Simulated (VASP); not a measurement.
# Ti (P6_3/mmc) in VASP: vibrations by perturbation theory with PBE

Aim: the vibrations by perturbation theory of Ti with PBE.

Program: VASP 6.6.1. These are calculated values, not measurements. Logs are shortened: lines on timing, memory, paths and dates and some standing lists are left out, and cuts for length are marked.

## (1) The cell of the first run

It takes space group P6_3/mmc (No. 194, hexagonal). The conventional cell has a = 2.951 Å, b = 2.951 Å, c = 4.684 Å, α = 90.00°, β = 90.00°, γ = 120.00°. Within 3.8 Å of Ti (site symmetry -6m2) lie 12 Ti at 2.90 to 2.95 Å.

## (2) Vibrations by perturbation theory, PBE

File INCAR:

```
  PREC = Accurate
  ENCUT = 500
  EDIFF = 1E-8
  ISMEAR = 1
  SIGMA = 0.2
  LREAL = False
  LASPH = True
  NELM = 120
  ALGO = Normal
  ISIF = 2
  LWAVE = False
  LCHARG = True
  GGA = PE
  IBRION = 8
  NSW = 1
  GGA_COMPAT = False
```

File KPOINTS:

```
Automatic mesh
0
Gamma
  18 18 12
```

File POSCAR:

```
Ti
1.0
    2.9510000000      0.0000000000      0.0000000000
   -1.4755000000      2.5556409666      0.0000000000
    0.0000000000      0.0000000000      4.6840000000
Ti
2
Direct
    0.3333333333      0.6666666667      0.2500000000
    0.6666666667      0.3333333333      0.7500000000
```

Potentials or basis: VASP PAW PBE potentials, release 64 (Ti_sv).

Run with:

```sh
> cat potpaw_PBE.64/Ti_sv/POTCAR > POTCAR
> mpirun -np 1 vasp_std > vasp.out
```

OUTCAR:

```text
PREC = Accurate
   ENCUT = 500
   EDIFF = 1E-8
   ISMEAR = 1
   LREAL = False
   LASPH = True
   NELM = 120
   ISIF = 2
   GGA = PE
   IBRION = 8
   NSW = 1

 ion  position               nearest neighbor table
   1  0.333  0.667  0.250-   2 2.90   2 2.90   2 2.90   2 2.90   2 2.90   2 2.90
   2  0.667  0.333  0.750-   1 2.90   1 2.90   1 2.90   1 2.90   1 2.90   1 2.90

  LATTYP: Found a hexagonal cell.
 ALAT       =     2.9510000000
 C/A-ratio  =     1.5872585564

  Lattice vectors:

 A1 = (   2.9510000000,   0.0000000000,   0.0000000000)
 A2 = (  -1.4755000000,   2.5556409666,   0.0000000000)
 A3 = (   0.0000000000,   0.0000000000,   4.6840000000)

Analysis of symmetry for initial positions (statically):
=====================================================================
 Subroutine PRICEL returns:
 Original cell was already a primitive cell.

 Routine SETGRP: Setting up the symmetry group for a
 hexagonal supercell.

 Subroutine GETGRP returns: Found 24 space group operations
 (whereof 12 operations were pure point group operations)
 out of a pool of 24 trial point group operations.

The static configuration has the point symmetry D_3d.
 The point group associated with its full space group is D_6h.

Analysis of symmetry for dynamics (positions and initial velocities):
=====================================================================
 Subroutine PRICEL returns:
 Original cell was already a primitive cell.

 Routine SETGRP: Setting up the symmetry group for a
 hexagonal supercell.

 Subroutine GETGRP returns: Found 24 space group operations
 (whereof 12 operations were pure point group operations)
 out of a pool of 24 trial point group operations.

The dynamic configuration has the point symmetry D_3d.
 The point group associated with its full space group is D_6h.

 Subroutine INISYM returns: Found 24 space group operations
 (whereof 12 operations are pure point group operations),
 and found     1 'primitive' translations

----------------------------------------------------------------------------------------

                                     Primitive cell

  volume of cell :      35.3253

  direct lattice vectors                    reciprocal lattice vectors
     2.951000000  0.000000000  0.000000000     0.338868180  0.195645635  0.000000000
    -1.475500000  2.555640967  0.000000000     0.000000000  0.391291270  0.000000000
     0.000000000  0.000000000  4.684000000     0.000000000  0.000000000  0.213492741

  length of vectors
     2.951000000  2.951000000  4.684000000     0.391291270  0.391291270  0.213492741

  position of ions in fractional coordinates (direct lattice)
     0.333333333  0.666666667  0.250000000
     0.666666667  0.333333333  0.750000000

  ion indices of the primitive-cell ions
   primitive index   ion index
                 1           1
                 2           2

----------------------------------------------------------------------------------------

 KPOINTS: Automatic mesh

Automatic generation of k-mesh.
 Grid dimensions read from file:
 generate k-points for:   18   18   12

 Generating k-lattice:

  Cartesian coordinates                     Fractional coordinates (reciprocal lattice)
     0.018826010  0.010869202  0.000000000     0.055555556  0.000000000  0.000000000
     0.000000000  0.021738404  0.000000000     0.000000000  0.055555556  0.000000000
     0.000000000  0.000000000  0.017791062     0.000000000  0.000000000  0.083333333

  Length of vectors
     0.021738404  0.021738404  0.017791062

  Shift w.r.t. Gamma in fractional coordinates (k-lattice)
     0.000000000  0.000000000  0.000000000

 Subroutine IBZKPT returns following result:
 ===========================================

 Found    259 irreducible k-points:

 Following reciprocal coordinates:
            Coordinates               Weight
  0.000000  0.000000  0.000000      1.000000
  0.055556  0.000000  0.000000      6.000000
  0.111111  0.000000  0.000000      6.000000
  0.166667  0.000000  0.000000      6.000000
  0.222222 -0.000000  0.000000      6.000000
  0.277778 -0.000000  0.000000      6.000000
[... 16 lines left out ...]
  0.333333  0.111111  0.000000     12.000000
  0.388889  0.111111  0.000000     12.000000
 [... further k-points ...]
   k-points           NKPTS =    259   k-points in BZ     NKDIM =    259   number of bands    NBANDS=     16
   number of dos      NEDOS =    301   number of ions     NIONS =      2
   total plane-waves  NPLWV =  20736
   dimension x,y,z NGX =    24 NGY =   24 NGZ =   36
   dimension x,y,z NGXF=    48 NGYF=   48 NGZF=   72
   ions per type =               2
   NGX,Y,Z   is equivalent  to a cutoff of  13.52, 13.52, 12.78 a.u.
   NGXF,Y,Z  is equivalent  to a cutoff of  27.04, 27.04, 25.55 a.u.
 SYSTEM =  unknown system
   PREC   = accura    normal or accurate (medium, high low for compatibility)
   ISTART =      0    job   : 0-new  1-cont  2-samecut
   ICHARG =      2    charge: 1-file 2-atom 10-const
   ISPIN  =      1    spin polarized calculation?
   LNONCOLLINEAR =      F non collinear calculations
   LSORBIT =      F    spin-orbit coupling
   LASPH  =      T    aspherical Exc in radial PAW
   ENCUT  =  500.0 eV  36.75 Ry    6.06 a.u.   5.38  5.38  8.54*2*pi/ulx,y,z
   NELM   =    120;   NELMIN=  2; NELMDL= -5     # of ELM steps
   EDIFF  = 0.1E-07   stopping-criterion for ELM
   LREAL  =      F    real-space projection
   EDIFFG = 0.1E-06   stopping-criterion for IOM
   NSW    =      1    number of steps for IOM
   IBRION =      8    ionic relax: 0-MD 1-quasi-New 2-CG
   NFREE  =      0    steps in history (QN), initial steepest desc. (CG)
   ISIF   =      2    stress and relaxation
   ISYM   =      2    0-nonsym 1-usesym 2-fastsym
   POTIM  = 0.5000    time-step for ionic-motion
   TEBEG  =    0.0;   TEEND  =   0.0 temperature during run
   PSTRESS=    0.0 pullay stress
   NELECT =      24.0000    total number of electrons
   NUPDOWN=      -1.0000    fix difference up-down
   EMIN   =  10.00;   EMAX   =-10.00  energy-range for DOS
   EFERMI =   0.00;   METHOD = LEGACY
   ISMEAR =     1;   SIGMA  =   0.20  broadening in eV -4-tet -1-fermi 0-gaus
   EFERMI_NEDOS =   21; number of points for ismear=-14 and -15
   IALGO  =     38    algorithm
   IMIX   =      4    mixing-type and parameters
     AMIX     =   0.40;   BMIX     =  1.00
     AMIX_MAG =   1.60;   BMIX_MAG =  1.00
  volume/ion in A,a.u.               =      17.66       119.19
  Fermi-wavevector in a.u.,A,eV,Ry     =   1.439185  2.719665 28.181111  2.071253
  Thomas-Fermi vector in A             =   2.558069
   LORBIT       =      0    0 simple, 1 ext, 2 COOP (PROOUT), +10 PAW based schemes
   GGA     = PE    functional components
   LHFCALC =     F    Hartree Fock is set to
   AEXX    =    0.0000 exact exchange contribution
   IVDW    =     0    specifies the selected vdW correction
   LEPSILON=     F    determine dielectric tensor
   LRPA    =     F    only Hartree local field effects (RPA)
 non-spin polarized calculation
 Methfessel and Paxton  Order N= 1 SIGMA  =   0.20
  energy-cutoff  :      500.00
  volume of cell :       35.33
 maximum number of plane-waves:       929
 NGX is ok and might be reduce to    24
   NGX = 11   NGY = 11   NGZ = 17

--------------------------------------- Ionic step        1  -------------------------------------------

 number of electron      24.0000002 magnetization

 Free energy of the ion-electron system (eV)
  ---------------------------------------------------
  ext. energy  EPLUGINS =         0.00000000
  ---------------------------------------------------
  free energy    TOTEN  =       -15.66619479 eV

  energy without entropy =      -15.67161178  energy(sigma->0) =      -15.66800045

 E-fermi :   8.1720     XC(G=0): -11.4188

 val. band max:        8.1662860863   @ k =   0.1111   0.0556   0.4167
 cond. band min:       8.1739421492   @ k =   0.3333   0.3333   0.2500
 fundamental gap:      0.0076560629
 Fermi energy:         8.1719992044

 k-point     1 :       0.0000    0.0000    0.0000
  band No.  band energies     occupation
      1     -48.7318      2.00000
      2     -48.6053      2.00000
      3     -25.3015      2.00000
      4     -24.6877      2.00000
      5     -24.6877      2.00000
      6     -24.6343      2.00000
[... 433 lines left out ...]
      3     -25.1082      2.00000
      4     -25.0137      2.00000
      5     -24.9984      2.00000
      6     -24.8451      2.00000
[... 8 lines left out ...]
     15       9.2923     -0.00000
     16      11.1973     -0.00000

 [... further k-points ...]

------------------------ aborting loop because EDIFF is reached ----------------------------------------

  FORCE on cell =-STRESS in cart. coord.  units (eV):
  Direction    XX          YY          ZZ          XY          YZ          ZX
  --------------------------------------------------------------------------------------
  -------------------------------------------------------------------------------------
  Total       -0.4155469     -0.4155469     -0.5064710     -0.0000000     -0.0000000      0.0000000
  in kB      -18.8471058    -18.8471058    -22.9709623     -0.0000000     -0.0000000      0.0000000
  external PRESSURE =     -20.2217246 kB  Pullay stress =       0.0000000 kB

 VOLUME and BASIS-vectors are now :
 -----------------------------------------------------------------------------
  energy-cutoff  :      500.00
  volume of cell :       35.33
      direct lattice vectors                 reciprocal lattice vectors
     2.951000000  0.000000000  0.000000000     0.338868180  0.195645635  0.000000000
    -1.475500000  2.555640967  0.000000000     0.000000000  0.391291270  0.000000000
     0.000000000  0.000000000  4.684000000     0.000000000  0.000000000  0.213492741

 POSITION                                       TOTAL-FORCE (eV/Angst)
 -----------------------------------------------------------------------------------
     -0.00000      1.70376      1.17100         0.000000     -0.000000      0.000000
      1.47550      0.85188      3.51300        -0.000000      0.000000      0.000000
 -----------------------------------------------------------------------------------
    total drift:                                0.000000     -0.000000      0.000000

  FREE ENERGIE OF THE ION-ELECTRON SYSTEM (eV)
  ---------------------------------------------------
  free  energy   TOTEN  =       -15.6661947875 eV

  energy  without entropy=      -15.6716117784  energy(sigma->0) =      -15.66800045

[... ionic steps 2 to 3 ...]

--------------------------------------- Ionic step        4  -------------------------------------------

------------------------ aborting loop because EDIFF is reached ----------------------------------------

[... ionic steps 5 to 5 ...]

--------------------------------------- Ionic step        6  -------------------------------------------

 Free energy of the ion-electron system (eV)
  ---------------------------------------------------
  ---------------------------------------------------
  free energy    TOTEN  =        -0.66364707 eV

  energy without entropy =       -0.66364707

------------------------ aborting loop because EDIFF is reached ----------------------------------------

 INTERNAL STRAIN TENSOR  FOR ION    1  DIRECTION 3   (eV/Angst):
 -----------------------------------------------------------------------------
    -0.01121  0.00000  0.00000
     0.00000 -0.01121 -0.00000
     0.00000 -0.00000  0.01937

 INTERNAL STRAIN TENSOR FOR ION    2 for displacements in x,y,z  (eV/Angst):
          X           Y           Z          XY          YZ          ZX
  --------------------------------------------------------------------------------
  x     0.00000     0.00000     0.00000     2.24502     0.00000     0.00000
  y     2.24502    -2.24502     0.00000     0.00000     0.00000     0.00000
  z     0.00000     0.00000    -0.00000     0.00000     0.00000     0.00000

 SECOND DERIVATIVES (NOT SYMMETRIZED)
 ------------------------------------
               1X          1Y          1Z          2X          2Y          2Z
  1X    -1.558426    0.000000    0.000000    1.558426    0.000000    0.000000
  1Y     0.000000   -1.558426    0.000000    0.000000    1.558426    0.000000
  1Z     0.000000    0.000000   -2.504453   -0.000000   -0.000000    2.504453
  2X     1.558426    0.000000    0.000000   -1.558426    0.000000    0.000000
  2Y     0.000000    1.558426    0.000000    0.000000   -1.558426    0.000000
  2Z    -0.000000   -0.000000    2.504453    0.000000    0.000000   -2.504453

 Eigenvectors and eigenvalues of the dynamical matrix
 ----------------------------------------------------

   1 f  =    5.056442 THz    31.770565 2PiTHz  168.664765 cm-1    20.911756 meV
             X         Y         Z           dx          dy          dz
     -0.000000  1.703761  1.171000     0.000000    0.000000   -0.707107
      1.475500  0.851880  3.513000    -0.000000    0.000000    0.707107
[... 16 lines left out ...]
   5 f  =    0.000000 THz     0.000000 2PiTHz    0.000000 cm-1     0.000000 meV
             X         Y         Z           dx          dy          dz
     -0.000000  1.703761  1.171000    -0.000000   -0.000000    0.707107
      1.475500  0.851880  3.513000     0.000000    0.000000    0.707107

   6 f/i=    0.000000 THz     0.000000 2PiTHz    0.000000 cm-1     0.000000 meV
             X         Y         Z           dx          dy          dz
     -0.000000  1.703761  1.171000     0.707107   -0.000000    0.000000
      1.475500  0.851880  3.513000     0.707107    0.000000    0.000000

--------------------------------------------------------------------------------------------------------

 ELASTIC MODULI CONTR FROM IONIC RELAXATION (kBar)
 Direction    XX          YY          ZZ          XY          YZ          ZX
 --------------------------------------------------------------------------------
 XX        -146.6833    146.6833     -0.0000     -0.0000     -0.0000      0.0000
 YY         146.6833   -146.6833      0.0000      0.0000     -0.0000      0.0000
 ZZ          -0.0000      0.0000     -0.0000      0.0000      0.0000      0.0000
 XY          -0.0000     -0.0000      0.0000   -146.6833     -0.0000      0.0000
 YZ          -0.0000     -0.0000      0.0000     -0.0000     -0.0000      0.0000
 ZX           0.0000      0.0000      0.0000      0.0000      0.0000      0.0000
 --------------------------------------------------------------------------------
```

Wall time 14 min (1 thread of Intel Xeon 6975P-C (Granite Rapids), shared host); peak memory 1.1 GiB.

Results:

| Quantity | Value |
| --- | --- |
| Highest phonon frequency at Γ | 169 cm⁻¹ |

Phonon frequencies in cm⁻¹ (negative: imaginary):
| q point | frequencies |
| --- | --- |
| (0.000, 0.000, 0.000) | 0 0 0 133 133 169 |

Caveat: the cell stands under pressure or tension, which shifts response properties.
